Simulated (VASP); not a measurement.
# Rh (Im-3m) in VASP: a series of runs

The runs below take Rh through single point, relaxation of cell and atoms, with PBEsol.

All numbers are computed with VASP 6.6.1; they aren't measurements. Logs are shortened: lines on timing, memory, paths and dates and some standing lists are left out, and cuts for length are marked.

## 1. The cell of the first run

It takes space group Im-3m (No. 229, cubic). Conventional cell: a = 3.029 Å, b = 3.029 Å, c = 3.029 Å, α = 90.00°, β = 90.00°, γ = 90.00°. Rh (site symmetry m-3m) has 14 Rh at 2.62 to 3.03 Å within 3.5 Å.

## 2. Single point, PBEsol

INCAR

```
  PREC = Accurate
  ENCUT = 520
  EDIFF = 1E-6
  ISMEAR = 0
  SIGMA = 0.1
  LREAL = F
  LASPH = T
  NELM = 60
  ALGO = Fast
  ISIF = 2
  LWAVE = F
  LCHARG = F
  GGA = PS
  NBANDS = 14
```

KPOINTS

```
regular mesh
0
Gamma
  20 20 20
```

POSCAR

```
Rh
1.0
   -1.5143024795      1.5143024795      1.5143024795
    1.5143024795     -1.5143024795      1.5143024795
    1.5143024795      1.5143024795     -1.5143024795
Rh
1
Direct
    0.0000000000      0.0000000000      0.0000000000
```

Potentials or basis: VASP PAW PBE potentials, release 64 (Rh_pv).

Command:

```sh
$ cat potpaw_PBE.64/Rh_pv/POTCAR > POTCAR
$ mpirun -np 1 vasp_std > vasp.out
```

OUTCAR:

```text
PREC = Accurate
   ENCUT = 520
   EDIFF = 1E-6
   ISMEAR = 0
   LREAL = F
   LASPH = T
   NELM = 60
   ISIF = 2
   GGA = PS

 ion  position               nearest neighbor table
   1  0.000  0.000  0.000-

  LATTYP: Found a body centered cubic cell.
 ALAT       =     3.0286049590

  Lattice vectors:

 A1 = (  -1.5143024795,   1.5143024795,   1.5143024795)
 A2 = (   1.5143024795,  -1.5143024795,   1.5143024795)
 A3 = (   1.5143024795,   1.5143024795,  -1.5143024795)

Analysis of symmetry for initial positions (statically):
=====================================================================
 Subroutine PRICEL returns:
 Original cell was already a primitive cell.

 Routine SETGRP: Setting up the symmetry group for a
 body centered cubic supercell.

 Subroutine GETGRP returns: Found 48 space group operations
 (whereof 48 operations were pure point group operations)
 out of a pool of 48 trial point group operations.

The static configuration has the point symmetry O_h .

Analysis of symmetry for dynamics (positions and initial velocities):
=====================================================================
 Subroutine PRICEL returns:
 Original cell was already a primitive cell.

 Routine SETGRP: Setting up the symmetry group for a
 body centered cubic supercell.

 Subroutine GETGRP returns: Found 48 space group operations
 (whereof 48 operations were pure point group operations)
 out of a pool of 48 trial point group operations.

The dynamic configuration has the point symmetry O_h .

 Subroutine INISYM returns: Found 48 space group operations
 (whereof 48 operations are pure point group operations),
 and found     1 'primitive' translations

----------------------------------------------------------------------------------------

                                     Primitive cell

  volume of cell :      13.8899

  direct lattice vectors                    reciprocal lattice vectors
    -1.514302479  1.514302479  1.514302479     0.000000000  0.330185024  0.330185024
     1.514302479 -1.514302479  1.514302479     0.330185024  0.000000000  0.330185024
     1.514302479  1.514302479 -1.514302479     0.330185024  0.330185024  0.000000000

  length of vectors
     2.622848833  2.622848833  2.622848833     0.466952139  0.466952139  0.466952139

  position of ions in fractional coordinates (direct lattice)
     0.000000000  0.000000000  0.000000000

  ion indices of the primitive-cell ions
   primitive index   ion index
                 1           1

----------------------------------------------------------------------------------------

 KPOINTS: regular mesh

Automatic generation of k-mesh.
 Grid dimensions read from file:
 generate k-points for:   20   20   20

 Generating k-lattice:

  Cartesian coordinates                     Fractional coordinates (reciprocal lattice)
     0.000000000  0.016509251  0.016509251     0.050000000  0.000000000  0.000000000
     0.016509251  0.000000000  0.016509251     0.000000000  0.050000000  0.000000000
     0.016509251  0.016509251  0.000000000     0.000000000  0.000000000  0.050000000

  Length of vectors
     0.023347607  0.023347607  0.023347607

  Shift w.r.t. Gamma in fractional coordinates (k-lattice)
     0.000000000  0.000000000  0.000000000

 Subroutine IBZKPT returns following result:
 ===========================================

 Found    256 irreducible k-points:

 Following reciprocal coordinates:
            Coordinates               Weight
  0.000000  0.000000  0.000000      1.000000
  0.050000  0.000000  0.000000     12.000000
  0.100000  0.000000  0.000000     12.000000
  0.150000  0.000000  0.000000     12.000000
  0.200000  0.000000  0.000000     12.000000
  0.250000  0.000000  0.000000     12.000000
[... 16 lines left out ...]
  0.200000  0.100000 -0.000000     48.000000
  0.250000  0.100000  0.000000     48.000000
 [... further k-points ...]
   k-points           NKPTS =    256   k-points in BZ     NKDIM =    256   number of bands    NBANDS=     14
   number of dos      NEDOS =    301   number of ions     NIONS =      1
   total plane-waves  NPLWV =   8000
   dimension x,y,z NGX =    20 NGY =   20 NGZ =   20
   dimension x,y,z NGXF=    40 NGYF=   40 NGZF=   40
   ions per type =               1
   NGX,Y,Z   is equivalent  to a cutoff of  12.68, 12.68, 12.68 a.u.
   NGXF,Y,Z  is equivalent  to a cutoff of  25.35, 25.35, 25.35 a.u.
 SYSTEM =  unknown system
   PREC   = accura    normal or accurate (medium, high low for compatibility)
   ISTART =      0    job   : 0-new  1-cont  2-samecut
   ICHARG =      2    charge: 1-file 2-atom 10-const
   ISPIN  =      1    spin polarized calculation?
   LNONCOLLINEAR =      F non collinear calculations
   LSORBIT =      F    spin-orbit coupling
   LASPH  =      T    aspherical Exc in radial PAW
   ENCUT  =  520.0 eV  38.22 Ry    6.18 a.u.   4.88  4.88  4.88*2*pi/ulx,y,z
   NELM   =     60;   NELMIN=  2; NELMDL= -5     # of ELM steps
   EDIFF  = 0.1E-05   stopping-criterion for ELM
   LREAL  =      F    real-space projection
   EDIFFG = 0.1E-04   stopping-criterion for IOM
   NSW    =      0    number of steps for IOM
   IBRION =     -1    ionic relax: 0-MD 1-quasi-New 2-CG
   NFREE  =      0    steps in history (QN), initial steepest desc. (CG)
   ISIF   =      2    stress and relaxation
   ISYM   =      2    0-nonsym 1-usesym 2-fastsym
   POTIM  = 0.5000    time-step for ionic-motion
   TEBEG  =    0.0;   TEEND  =   0.0 temperature during run
   PSTRESS=    0.0 pullay stress
   NELECT =      15.0000    total number of electrons
   NUPDOWN=      -1.0000    fix difference up-down
   EMIN   =  10.00;   EMAX   =-10.00  energy-range for DOS
   EFERMI =   0.00;   METHOD = LEGACY
   ISMEAR =     0;   SIGMA  =   0.10  broadening in eV -4-tet -1-fermi 0-gaus
   EFERMI_NEDOS =   21; number of points for ismear=-14 and -15
   IALGO  =     68    algorithm
   IMIX   =      4    mixing-type and parameters
     AMIX     =   0.40;   BMIX     =  1.00
     AMIX_MAG =   1.60;   BMIX_MAG =  1.00
  volume/ion in A,a.u.               =      13.89        93.73
  Fermi-wavevector in a.u.,A,eV,Ry     =   1.679600  3.173984 38.382815  2.821057
  Thomas-Fermi vector in A             =   2.763483
   LORBIT       =      0    0 simple, 1 ext, 2 COOP (PROOUT), +10 PAW based schemes
   GGA     = PS    functional components
   LHFCALC =     F    Hartree Fock is set to
   AEXX    =    0.0000 exact exchange contribution
   IVDW    =     0    specifies the selected vdW correction
   LEPSILON=     F    determine dielectric tensor
   LRPA    =     F    only Hartree local field effects (RPA)
 non-spin polarized calculation
 RMM-DIIS sequential band-by-band and
 Gauss-broadening in eV      SIGMA  =   0.10
  energy-cutoff  :      520.00
  volume of cell :       13.89
 maximum number of plane-waves:       386
   NGX =  9   NGY =  9   NGZ =  9

 number of electron      14.9999993 magnetization

 Free energy of the ion-electron system (eV)
  ---------------------------------------------------
  ext. energy  EPLUGINS =         0.00000000
  ---------------------------------------------------
  free energy    TOTEN  =        -7.75721314 eV

  energy without entropy =       -7.74405490  energy(sigma->0) =       -7.75063402

 E-fermi :  11.3912     XC(G=0): -14.1351

 val. band max:       11.3844189542   @ k =   0.3500   0.2500   0.0500
 cond. band min:      11.3956501716   @ k =  -0.3000   0.3500   0.0500
 fundamental gap:      0.0112312174
 Fermi energy:        11.3912083629

 k-point     1 :       0.0000    0.0000    0.0000
  band No.  band energies     occupation
      1     -34.5895      2.00000
      2     -34.5895      2.00000
      3     -34.5894      2.00000
      4       3.5956      2.00000
      5       8.4499      2.00000
      6       8.4499      2.00000
      7       8.4499      2.00000
      8      10.9478      2.00000
      9      10.9478      2.00000
     10      29.8242      0.00000
     11      29.8242      0.00000
     12      29.8242      0.00000
     13      32.2714      0.00000
     14      39.9646      0.00000

 k-point     2 :       0.0500    0.0000    0.0000
  band No.  band energies     occupation
      1     -34.6079      2.00000
      2     -34.5955      2.00000
      3     -34.5895      2.00000
      4       3.7019      2.00000
      5       8.4062      2.00000
      6       8.4493      2.00000
      7       8.5350      2.00000
      8      10.8916      2.00000
      9      10.9507      2.00000
     10      29.8702      0.00000
     11      29.8813      0.00000
     12      29.9773      0.00000
     13      32.2710      0.00000
     14      38.9957      0.00000

 k-point     3 :       0.1000    0.0000    0.0000
  band No.  band energies     occupation
      1     -34.6614      2.00000
      2     -34.6132      2.00000
      3     -34.5895      2.00000
      4       4.0103      2.00000
      5       8.2816      2.00000
      6       8.4429      2.00000
      7       8.7867      2.00000
      8      10.7518      2.00000
      9      10.9605      2.00000
     10      29.9535      0.00000
     11      29.9618      0.00000
     12      30.4262      0.00000
     13      32.2703      0.00000
     14      37.5855      0.00000
[... 324 lines left out ...]
 k-point    23 :       0.2000    0.1000   -0.0000
  band No.  band energies     occupation
      1     -34.9819      2.00000
      2     -34.7131      2.00000
      3     -34.6141      2.00000
      4       5.7829      2.00000
      5       7.6752      2.00000
      6       8.2447      2.00000
      7      10.3730      2.00000
      8      10.8517      2.00000
      9      11.2382      1.96950
     10      27.8039      0.00000
     11      28.6638      0.00000
     12      32.2588      0.00000
     13      32.5040      0.00000
     14      33.7350      0.00000

 k-point    24 :       0.2500    0.1000    0.0000
  band No.  band energies     occupation
      1     -35.0797      2.00000
      2     -34.7561      2.00000
      3     -34.6152      2.00000
      4       6.0077      2.00000
      5       7.4488      2.00000
      6       8.6615      2.00000
      7      10.4682      2.00000
      8      11.2376      1.97014
      9      11.7787      0.00000
     10      26.1032      0.00000
     11      27.8508      0.00000
     12      31.9879      0.00000
     13      32.3036      0.00000
     14      33.8747      0.00000

 [... further k-points ...]

------------------------ aborting loop because EDIFF is reached ----------------------------------------

  FORCE on cell =-STRESS in cart. coord.  units (eV):
  Direction    XX          YY          ZZ          XY          YZ          ZX
  --------------------------------------------------------------------------------------
  -------------------------------------------------------------------------------------
  Total       -0.0000491     -0.0000491     -0.0000491      0.0000000      0.0000000      0.0000000
  in kB       -0.0056693     -0.0056693     -0.0056693      0.0000000      0.0000000      0.0000000
  external PRESSURE =      -0.0056693 kB  Pullay stress =       0.0000000 kB

 VOLUME and BASIS-vectors are now :
 -----------------------------------------------------------------------------
  energy-cutoff  :      520.00
  volume of cell :       13.89
      direct lattice vectors                 reciprocal lattice vectors
    -1.514302479  1.514302479  1.514302479     0.000000000  0.330185024  0.330185024
     1.514302479 -1.514302479  1.514302479     0.330185024  0.000000000  0.330185024
     1.514302479  1.514302479 -1.514302479     0.330185024  0.330185024  0.000000000

 POSITION                                       TOTAL-FORCE (eV/Angst)
 -----------------------------------------------------------------------------------
      0.00000      0.00000      0.00000        -0.000000      0.000000     -0.000000
 -----------------------------------------------------------------------------------
    total drift:                                0.000000     -0.000000      0.000000

  FREE ENERGIE OF THE ION-ELECTRON SYSTEM (eV)
  ---------------------------------------------------
  free  energy   TOTEN  =        -7.7572131448 eV

  energy  without entropy=       -7.7440549007  energy(sigma->0) =       -7.75063402
```

Run time: 64 s. Hardware: 1 thread of Intel Xeon 6975P-C, shared host; peak memory 0.16 GiB.

Results:

```yaml
Free_energy: -7.7572 eV
Pressure: 0.0 GPa
```

Caveat: the PAW data sets were made with another functional, which shifts forces and pressure a little.

## 3. Relaxation of cell and atoms, PBEsol

INCAR

```
ALGO = Normal ; EDIFF = 1E-6
EDIFFG = -0.01 ; ENCUT = 600
GGA = PS ; IBRION = 2
ISIF = 3 ; ISMEAR = 0
LASPH = True ; LCHARG = False
LREAL = False ; LWAVE = False
NELM = 60 ; NSW = 80
PREC = Accurate ; SIGMA = 0.1
```

KPOINTS

```
k-points
0
Gamma
  20 20 20
```

POSCAR is that of step 2.

Potentials or basis: VASP PAW PBE potentials, release 64 (Rh_pv).

Command:

```sh
$ cat potpaw_PBE.64/Rh_pv/POTCAR > POTCAR
$ mpirun -np 1 vasp_std > vasp.out
```

It took 96 s on 1 thread of Intel Xeon 6975P-C, shared host; peak memory 0.18 GiB.

Results (log left out):

```yaml
Free_energy: -7.7574 eV
Relaxed_volume: 13.88 Å³/atom
Relaxed_cell: a = 2.622 Å, b = 2.622 Å, c = 2.622 Å, α = 109.47°, β = 109.47°, γ = 109.47°
Space_group_after_relaxing_to_0.05_Å: Im-3m (No. 229)
Energy_gained_by_relaxing: 0.0 meV/atom
Ionic_steps: 3
Pressure_after_relaxing: 0.0 GPa
```

Final structure:
```
Rh
1.0
    -1.51384    1.51384    1.51384
     1.51384   -1.51384    1.51384
     1.51384    1.51384   -1.51384
Rh
1
Direct
  0.00000 0.00000 0.00000
```

Levels at points of the mesh, in eV from the Fermi level:
```tsv
k point	band 3	band 4	band 5	band 6	band 7	band 8	band 9	band 10	band 11
(0.00, 0.00, 0.00)	-45.98	-7.80	-2.95	-2.95	-2.95	-0.44	-0.44	18.43	18.43
(0.50, 0.00, 0.00)	-45.98	-5.92	-4.49	-0.51	-0.08	1.26	1.64	9.41	14.57
(0.50, 0.50, 0.50)	-46.51	-5.91	-5.91	1.12	1.12	1.12	9.44	9.44	9.44
```

Caveat: the PAW data sets were made with another functional, which shifts forces and pressure a little.

## 4. Single point, PBEsol (Pd replaced by Rh, lengths x 1.013, strained)

INCAR

```
PREC     = Accurate       # precision mode
ENCUT    = 520            # plane-wave cutoff, eV
EDIFF    = 1E-7           # SCF threshold, eV
ISMEAR   = 0              # smearing method
SIGMA    = 0.1            # smearing width, eV
LREAL    = False          # projectors in reciprocal space
LASPH    = True           # aspherical terms in the spheres
NELM     = 100            # most SCF steps
ALGO     = Normal         # electronic algorithm
ISIF     = 2              # what is computed and relaxed
LWAVE    = False          # write WAVECAR
LCHARG   = False          # write CHGCAR
GGA      = PS             # functional
NBANDS   = 14             # bands
```

KPOINTS

```
regular mesh
0
Gamma
  20 20 20
```

POSCAR

```
Rh
1.0
   -1.5380935029      1.5380935029      1.5380935029
    1.5380935029     -1.5380935029      1.5380935029
    1.5380935029      1.5380935029     -1.5380935029
Rh
1
Direct
    0.0000000000      0.0000000000      0.0000000000
```

Command:

```sh
$ cat potpaw_PBE.64/Rh_pv/POTCAR > POTCAR
$ mpirun -np 1 vasp_std > vasp.out
```

Run time: 53 s. Hardware: 1 thread of Intel Xeon 8259CL, shared host; peak memory 0.16 GiB.

It converged, with:

| Item | Value |
| --- | --- |
| Free energy | -7.7329 eV |
| Pressure | -11.3 GPa |

Levels at points of the mesh, in eV from the Fermi level:
```csv
k point,band 5,band 6,band 7,band 8,band 9,band 10
"(0.00, 0.00, 0.00)",-2.74,-2.74,-2.74,-0.40,-0.40,18.36
"(0.50, 0.00, 0.00)",-4.17,-0.47,-0.08,1.28,1.51,8.90
"(0.50, 0.50, 0.50)",-5.49,1.04,1.04,1.04,9.21,9.21
```

Caveat: the cell differs from its parent crystal (Pd replaced by Rh, lengths x 1.013, strained); the PAW data sets were made with another functional, which shifts forces and pressure a little.

## 5. Overview

```tsv
task	cell	cutoff (eV)	gap on the mesh (eV)	pressure (GPa)
single point	a = 2.623 Å, angles 109.5°, 1 atom	520	none	0.0
relaxation of cell and atoms	relaxed from a = 2.623 Å, angles 109.5°, 1 atom	600	none	0.0
single point	a = 2.664 Å, angles 109.5°, 1 atom	520	none	-11.3
```

Alike in all rows: level PBEsol; potentials or basis VASP PAW PBE potentials, release 64 (Rh_pv); no spin polarisation; k mesh 20 × 20 × 20; smearing gaussian 0.1 eV.

Caveats: the PAW data sets were made with another functional, which shifts forces and pressure a little.

Absolute energies hang on the potentials; compare differences alone.
